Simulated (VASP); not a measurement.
# PC3 (Fm-3m) in VASP: single point with PBE

Aim: the single point of PC3 with PBE.

Everything below comes from runs of VASP 6.6.1. Logs are shortened: lines on timing, memory, paths and dates and some standing lists are left out, and cuts for length are marked.

## 1. The cell of the first run

It takes space group Fm-3m (No. 225, cubic). The conventional cell has a = 6.674 Å, b = 6.674 Å, c = 6.674 Å, α = 90.00°, β = 90.00°, γ = 90.00°. P (site symmetry m-3m) has 14 C at 2.89 to 3.34 Å within 3.8 Å. C (site symmetry m-3m) has 8 C at 2.89 Å and 6 P at 3.34 Å within 3.8 Å. C (site symmetry -43m) has 4 P at 2.89 Å and 10 C at 2.89 to 3.34 Å within 3.8 Å.

## 2. Single point, PBE

The input, INCAR:

```
SYSTEM = PC3
ALGO = Normal
EDIFF = 1E-7
ENCUT = 520
GGA = PE
ISIF = 2
ISMEAR = 0
LASPH = .True.
LCHARG = .False.
LREAL = .False.
LWAVE = .False.
NBANDS = 16
NELM = 80
PREC = Accurate
SIGMA = 0.1
```

The input, KPOINTS:

```
k-points
0
Gamma
  4 4 4
  0 0 0
```

The input, POSCAR:

```
PC3
1.0
    0.0000000000      3.3368169400      3.3368169400
    3.3368169400      0.0000000000      3.3368169400
    3.3368169400      3.3368169400      0.0000000000
P C
1 3
Direct
    0.0000000000      0.0000000000      0.0000000000
    0.5000000000      0.5000000000      0.5000000000
    0.2500000000      0.2500000000      0.2500000000
    0.7500000000      0.7500000000      0.7500000000
```

Potentials or basis: VASP PAW PBE potentials, release 64 (P, C).

The run is started by

```console
$ cat potpaw_PBE.64/P/POTCAR potpaw_PBE.64/C/POTCAR > POTCAR
$ mpirun -np 1 vasp_std > vasp.out
```

OUTCAR:

```text
SYSTEM = PC3
   EDIFF = 1E-7
   ENCUT = 520
   GGA = PE
   ISIF = 2
   ISMEAR = 0
   LASPH = .True.
   LREAL = .False.
   NELM = 80
   PREC = Accurate

 ion  position               nearest neighbor table
   1  0.000  0.000  0.000-
   2  0.500  0.500  0.500-
   3  0.250  0.250  0.250-
   4  0.750  0.750  0.750-

  LATTYP: Found a face centered cubic cell.
 ALAT       =     6.6736338800

  Lattice vectors:

 A1 = (   0.0000000000,   3.3368169400,   3.3368169400)
 A2 = (   3.3368169400,   0.0000000000,   3.3368169400)
 A3 = (   3.3368169400,   3.3368169400,   0.0000000000)

Analysis of symmetry for initial positions (statically):
=====================================================================
 Subroutine PRICEL returns:
 Original cell was already a primitive cell.

 Routine SETGRP: Setting up the symmetry group for a
 face centered cubic supercell.

 Subroutine GETGRP returns: Found 48 space group operations
 (whereof 48 operations were pure point group operations)
 out of a pool of 48 trial point group operations.

The static configuration has the point symmetry O_h .

Analysis of symmetry for dynamics (positions and initial velocities):
=====================================================================
 Subroutine PRICEL returns:
 Original cell was already a primitive cell.

 Routine SETGRP: Setting up the symmetry group for a
 face centered cubic supercell.

 Subroutine GETGRP returns: Found 48 space group operations
 (whereof 48 operations were pure point group operations)
 out of a pool of 48 trial point group operations.

The dynamic configuration has the point symmetry O_h .

 Subroutine INISYM returns: Found 48 space group operations
 (whereof 48 operations are pure point group operations),
 and found     1 'primitive' translations

----------------------------------------------------------------------------------------

                                     Primitive cell

  volume of cell :      74.3066

  direct lattice vectors                    reciprocal lattice vectors
     0.000000000  3.336816940  3.336816940    -0.149843401  0.149843401  0.149843401
     3.336816940  0.000000000  3.336816940     0.149843401 -0.149843401  0.149843401
     3.336816940  3.336816940  0.000000000     0.149843401  0.149843401 -0.149843401

  length of vectors
     4.718971772  4.718971772  4.718971772     0.259536384  0.259536384  0.259536384

  position of ions in fractional coordinates (direct lattice)
     0.000000000  0.000000000  0.000000000
     0.500000000  0.500000000  0.500000000
     0.250000000  0.250000000  0.250000000
     0.750000000  0.750000000  0.750000000

  ion indices of the primitive-cell ions
   primitive index   ion index
                 1           1
                 2           2
                 3           3
                 4           4

----------------------------------------------------------------------------------------

 KPOINTS: k-points

Automatic generation of k-mesh.
 Grid dimensions read from file:
 generate k-points for:    4    4    4

 Generating k-lattice:

  Cartesian coordinates                     Fractional coordinates (reciprocal lattice)
    -0.037460850  0.037460850  0.037460850     0.250000000  0.000000000  0.000000000
     0.037460850 -0.037460850  0.037460850     0.000000000  0.250000000  0.000000000
     0.037460850  0.037460850 -0.037460850     0.000000000  0.000000000  0.250000000

  Length of vectors
     0.064884096  0.064884096  0.064884096

  Shift w.r.t. Gamma in fractional coordinates (k-lattice)
     0.000000000  0.000000000  0.000000000

 Subroutine IBZKPT returns following result:
 ===========================================

 Found      8 irreducible k-points:

 Following reciprocal coordinates:
            Coordinates               Weight
  0.000000  0.000000  0.000000      1.000000
  0.250000  0.000000  0.000000      8.000000
  0.500000  0.000000  0.000000      4.000000
  0.250000  0.250000  0.000000      6.000000
  0.500000  0.250000  0.000000     24.000000
 -0.250000  0.250000  0.000000     12.000000
  0.500000  0.500000  0.000000      3.000000
 -0.250000  0.500000  0.250000      6.000000
   k-points           NKPTS =      8   k-points in BZ     NKDIM =      8   number of bands    NBANDS=     16
   number of dos      NEDOS =    301   number of ions     NIONS =      4
   total plane-waves  NPLWV =  46656
   dimension x,y,z NGX =    36 NGY =   36 NGZ =   36
   dimension x,y,z NGXF=    72 NGYF=   72 NGZF=   72
   ions per type =               1   3
   NGX,Y,Z   is equivalent  to a cutoff of  12.68, 12.68, 12.68 a.u.
   NGXF,Y,Z  is equivalent  to a cutoff of  25.37, 25.37, 25.37 a.u.
 SYSTEM =  PC3
   PREC   = accura    normal or accurate (medium, high low for compatibility)
   ISTART =      0    job   : 0-new  1-cont  2-samecut
   ICHARG =      2    charge: 1-file 2-atom 10-const
   ISPIN  =      1    spin polarized calculation?
   LNONCOLLINEAR =      F non collinear calculations
   LSORBIT =      F    spin-orbit coupling
   LASPH  =      T    aspherical Exc in radial PAW
   ENCUT  =  520.0 eV  38.22 Ry    6.18 a.u.   8.77  8.77  8.77*2*pi/ulx,y,z
   NELM   =     80;   NELMIN=  2; NELMDL= -5     # of ELM steps
   EDIFF  = 0.1E-06   stopping-criterion for ELM
   LREAL  =      F    real-space projection
   EDIFFG = 0.1E-05   stopping-criterion for IOM
   NSW    =      0    number of steps for IOM
   IBRION =     -1    ionic relax: 0-MD 1-quasi-New 2-CG
   NFREE  =      0    steps in history (QN), initial steepest desc. (CG)
   ISIF   =      2    stress and relaxation
   ISYM   =      2    0-nonsym 1-usesym 2-fastsym
   POTIM  = 0.5000    time-step for ionic-motion
   TEBEG  =    0.0;   TEEND  =   0.0 temperature during run
   PSTRESS=    0.0 pullay stress
   NELECT =      17.0000    total number of electrons
   NUPDOWN=      -1.0000    fix difference up-down
   EMIN   =  10.00;   EMAX   =-10.00  energy-range for DOS
   EFERMI =   0.00;   METHOD = LEGACY
   ISMEAR =     0;   SIGMA  =   0.10  broadening in eV -4-tet -1-fermi 0-gaus
   EFERMI_NEDOS =   21; number of points for ismear=-14 and -15
   IALGO  =     38    algorithm
   IMIX   =      4    mixing-type and parameters
     AMIX     =   0.40;   BMIX     =  1.00
     AMIX_MAG =   1.60;   BMIX_MAG =  1.00
  volume/ion in A,a.u.               =      18.58       125.36
  Fermi-wavevector in a.u.,A,eV,Ry     =   1.001264  1.892115 13.640253  1.002530
  Thomas-Fermi vector in A             =   2.133675
   LORBIT       =      0    0 simple, 1 ext, 2 COOP (PROOUT), +10 PAW based schemes
   GGA     = PE    functional components
   LHFCALC =     F    Hartree Fock is set to
   AEXX    =    0.0000 exact exchange contribution
   IVDW    =     0    specifies the selected vdW correction
   LEPSILON=     F    determine dielectric tensor
   LRPA    =     F    only Hartree local field effects (RPA)
 non-spin polarized calculation
 Gauss-broadening in eV      SIGMA  =   0.10
  energy-cutoff  :      520.00
  volume of cell :       74.31
 maximum number of plane-waves:      2012
   NGX = 17   NGY = 17   NGZ = 17

 number of electron      17.0000000 magnetization

 Free energy of the ion-electron system (eV)
  ---------------------------------------------------
  ext. energy  EPLUGINS =         0.00000000
  ---------------------------------------------------
  free energy    TOTEN  =       -13.35098891 eV

  energy without entropy =      -13.29581640  energy(sigma->0) =      -13.32340265

 E-fermi :   1.1377     XC(G=0):  -9.0875

 val. band max:        1.1355082137   @ k =   0.5000   0.2500   0.0000
 cond. band min:       1.1686031783   @ k =  -0.2500   0.2500   0.0000
 fundamental gap:      0.0330949646
 Fermi energy:         1.1376736874

 k-point     1 :       0.0000    0.0000    0.0000
  band No.  band energies     occupation
      1     -10.4776      2.00000
      2      -6.5091      2.00000
      3      -6.4851      2.00000
      4      -5.0998      2.00000
      5       0.0480      2.00000
      6       0.0480      2.00000
[... 8 lines left out ...]
     15       4.3551      0.00000
     16       4.3551      0.00000

 k-point     2 :       0.2500    0.0000    0.0000
  band No.  band energies     occupation
      1     -10.0173      2.00000
      2      -7.0922      2.00000
      3      -6.5955      2.00000
      4      -5.6503      2.00000
      5      -0.8103      2.00000
      6      -0.5998      2.00000
[... 8 lines left out ...]
     15       4.1375      0.00000
     16       4.1375      0.00000

 k-point     3 :       0.5000    0.0000    0.0000
  band No.  band energies     occupation
      1      -8.9473      2.00000
      2      -8.4517      2.00000
      3      -6.3820      2.00000
      4      -6.3438      2.00000
      5      -0.7392      2.00000
      6      -0.7392      2.00000
[... 8 lines left out ...]
     15       3.5333      0.00000
     16       3.7316      0.00000

 k-point     4 :       0.2500    0.2500    0.0000
  band No.  band energies     occupation
      1      -9.8638      2.00000
      2      -6.8868      2.00000
      3      -6.7936      2.00000
      4      -6.0332      2.00000
      5      -1.6096      2.00000
      6      -1.6096      2.00000
[... 8 lines left out ...]
     15       3.8681      0.00000
     16       3.8681      0.00000

 k-point     5 :       0.5000    0.2500    0.0000
  band No.  band energies     occupation
      1      -8.8861      2.00000
      2      -7.8200      2.00000
      3      -6.9253      2.00000
      4      -6.8085      2.00000
      5      -1.8021      2.00000
      6      -1.0415      2.00000
[... 8 lines left out ...]
     15       3.8463      0.00000
     16       3.9593      0.00000

 k-point     6 :      -0.2500    0.2500    0.0000
  band No.  band energies     occupation
      1      -9.2915      2.00000
      2      -7.3853      2.00000
      3      -7.2296      2.00000
      4      -6.2945      2.00000
      5      -1.1508      2.00000
      6      -0.9627      2.00000
[... 8 lines left out ...]
     15       3.8101      0.00000
     16       4.2004      0.00000

 k-point     7 :       0.5000    0.5000    0.0000
  band No.  band energies     occupation
      1      -8.3500      2.00000
      2      -7.9718      2.00000
      3      -7.1582      2.00000
      4      -7.0577      2.00000
      5      -2.2555      2.00000
      6      -2.2555      2.00000
[... 8 lines left out ...]
     15       4.1343      0.00000
     16       4.1343      0.00000

 k-point     8 :      -0.2500    0.5000    0.2500
  band No.  band energies     occupation
      1      -8.1462      2.00000
      2      -7.5772      2.00000
      3      -7.5772      2.00000
      4      -7.5042      2.00000
      5      -1.1129      2.00000
      6      -0.9031      2.00000
[... 8 lines left out ...]
     15       3.5149      0.00000
     16       3.8505      0.00000

------------------------ aborting loop because EDIFF is reached ----------------------------------------

  FORCE on cell =-STRESS in cart. coord.  units (eV):
  Direction    XX          YY          ZZ          XY          YZ          ZX
  --------------------------------------------------------------------------------------
  -------------------------------------------------------------------------------------
  Total      -10.2888164    -10.2888164    -10.2888164     -0.0000000      0.0000000     -0.0000000
  in kB     -221.8445996   -221.8445996   -221.8445996     -0.0000000      0.0000000     -0.0000000
  external PRESSURE =    -221.8445996 kB  Pullay stress =       0.0000000 kB

 VOLUME and BASIS-vectors are now :
 -----------------------------------------------------------------------------
  energy-cutoff  :      520.00
  volume of cell :       74.31
      direct lattice vectors                 reciprocal lattice vectors
     0.000000000  3.336816940  3.336816940    -0.149843401  0.149843401  0.149843401
     3.336816940  0.000000000  3.336816940     0.149843401 -0.149843401  0.149843401
     3.336816940  3.336816940  0.000000000     0.149843401  0.149843401 -0.149843401

 POSITION                                       TOTAL-FORCE (eV/Angst)
 -----------------------------------------------------------------------------------
      0.00000      0.00000      0.00000        -0.000000      0.000000      0.000000
      3.33682      3.33682      3.33682        -0.000000      0.000000      0.000000
      1.66841      1.66841      1.66841        -0.000000     -0.000000     -0.000000
      5.00523      5.00523      5.00523         0.000000      0.000000      0.000000
 -----------------------------------------------------------------------------------
    total drift:                                0.000000      0.000000      0.000000

  FREE ENERGIE OF THE ION-ELECTRON SYSTEM (eV)
  ---------------------------------------------------
  free  energy   TOTEN  =       -13.3509889084 eV

  energy  without entropy=      -13.2958163991  energy(sigma->0) =      -13.32340265
```

It took 11 s on 1 thread of Intel Xeon Platinum 8259CL at 2.50GHz (Skylake/Cascade Lake), shared host; peak memory 0.19 GiB.

What came out:

```
Free energy : -13.3510 eV
Pressure    : -22.2 GPa
```

Caveat: the k points lie up to 0.41 Å⁻¹ apart.
